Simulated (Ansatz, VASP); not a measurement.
CaSe: VASP beside Ansatz

The input POSCAR:

```
CaSe
1.0
    0.0000000000      2.9560000000      2.9560000000
    2.9560000000      0.0000000000      2.9560000000
    2.9560000000      2.9560000000      0.0000000000
Ca Se
1 1
Direct
    0.0000000000      0.0000000000      0.0000000000
    0.5000000000      0.5000000000      0.5000000000
```

File INCAR.step1:

```
SYSTEM = CaSe
PREC = Accurate
ENCUT = 520
ISMEAR = -1
SIGMA = 0.01
LREAL = .False.
LASPH = .True.
NELM = 80
NBANDS = 15
GGA = PE
ALGO = Normal
EDIFF = 1E-4
LWAVE = .True.
LCHARG = .False.
```

INCAR.step2

```
SYSTEM = CaSe
PREC = Accurate
ENCUT = 520
EDIFF = 1E-8
ISMEAR = -1
SIGMA = 0.01
LREAL = .False.
LASPH = .True.
NELM = 80
ALGO = Normal
ISIF = 2
LWAVE = .False.
LCHARG = .False.
METAGGA = R2SCAN
LMIXTAU = .True.
LEFG = .True.
NBANDS = 15
ISTART = 1
```

KPOINTS

```
regular mesh
0
Gamma
  7 7 7
  0 0 0
```

Input for Ansatz:

```yaml
crystal:
  lattice:
    - [0.0, 2.956, 2.956]
    - [2.956, 0.0, 2.956]
    - [2.956, 2.956, 0.0]
  atoms:
    - { symbol: Ca, position: [0.0, 0.0, 0.0] }
    - { symbol: Se, position: [0.5, 0.5, 0.5] }
kpoints:
  mp_grid: { grid: [7, 7, 7] }
  band_path:
    path:
      - [0.0, 0.0, 0.0]
      - [0.5, 0.0, 0.5]
      - [0.625, 0.25, 0.625]
      - [0.375, 0.375, 0.75]
      - [0.0, 0.0, 0.0]
      - [0.5, 0.5, 0.5]
      - [0.5, 0.25, 0.75]
      - [0.5, 0.0, 0.5]
    npoints: 5
scf:
  occupations: { method: fermi_dirac, width: 0.01 }
hamiltonian:
  xc: r2scan
  pseudopotentials: { kind: paw }
output:
  forces: true
  stress: true
  eigenvalues: true
  efg: { contact_densities: true }
```

Alike in both runs: task electric field gradients; functional r2SCAN; k mesh 7 × 7 × 7; occupations fermi-dirac, width 0.01 eV; no spin polarisation.

|  | VASP | Ansatz |
| --- | --- | --- |
| version | VASP 6.6.1 | Ansatz 0.2.0 |
| potentials or method | VASP PAW PBE potentials, release 64 (Ca_sv, Se) | PAW with Ansatz's default frozen-core files, scalar-relativistic |
| plane-wave cutoff (eV) | 520 | 500 |
| valence electrons in the cell | 16 | 26 |

Ansatz gave:

* gap on the k mesh at the Fermi level (eV): 2.55
* pressure (GPa): 0.6

Task: What did VASP give for the same quantities?

Result: gap on the k mesh at the Fermi level (eV): 2.55; pressure (GPa): 0.9.

VASP's potentials were made for PBE, not for r2SCAN. VASP's potentials hold 16 valence electrons a cell and Ansatz's 26, so a difference there can come from the potentials and not from the codes.
